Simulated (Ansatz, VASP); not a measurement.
HfC: VASP beside Ansatz

File INCAR:

```
  PREC = Accurate
  ENCUT = 520
  EDIFF = 1E-8
  ISMEAR = -1
  SIGMA = 0.05
  LREAL = F
  LASPH = T
  NELM = 60
  ALGO = Normal
  ISIF = 2
  LWAVE = F
  LCHARG = F
  GGA = PE
  LEFG = T
  NBANDS = 14
```

Contents of KPOINTS:

```
regular mesh
0
Gamma
  15 15 15
```

POSCAR

```
HfC
1.0
    0.0000000000      2.2775377028      2.2775377028
    2.2775377028      0.0000000000      2.2775377028
    2.2775377028      2.2775377028      0.0000000000
Hf C
1 1
Direct
    0.5000000000      0.5000000000      0.5000000000
    0.0000000000      0.0000000000      0.0000000000
```

Input for Ansatz:

```yaml
crystal:
  lattice:
    - [0.0, 2.2775377028, 2.2775377028]
    - [2.2775377028, 0.0, 2.2775377028]
    - [2.2775377028, 2.2775377028, 0.0]
  atoms:
    - { symbol: Hf, position: [0.5, 0.5, 0.5] }
    - { symbol: C, position: [0.0, 0.0, 0.0] }
kpoints:
  mp_grid: { grid: [15, 15, 15] }
scf:
  occupations: { method: fermi_dirac, width: 0.05 }
hamiltonian:
  xc: pbe
  pseudopotentials: { kind: all_electron, datasets: crystal }
output:
  forces: true
  stress: true
  eigenvalues: true
  efg: { contact_densities: true }
```

Change from the starting cell: volume scaled by 0.94, crystal datasets.

Alike in both runs: task electric field gradients; functional PBE; k mesh 15 × 15 × 15; occupations fermi-dirac, width 0.05 eV; no spin polarisation.

|  | VASP | Ansatz |
| --- | --- | --- |
| version | VASP 6.6.1 | Ansatz 0.2.0 |
| potentials or method | VASP PAW PBE potentials, release 64 (Hf_pv, C), cutoff 520 eV | all-electron PAW with datasets made for the crystal, scalar-relativistic |

Ansatz gave:

- pressure (GPa): 16.6

**Question.** Which values does VASP return?

**Answer.** Pressure (GPa): 16.2.

Ansatz ran all-electron here, and VASP with PAW potentials.

Spin-orbit coupling is off throughout.
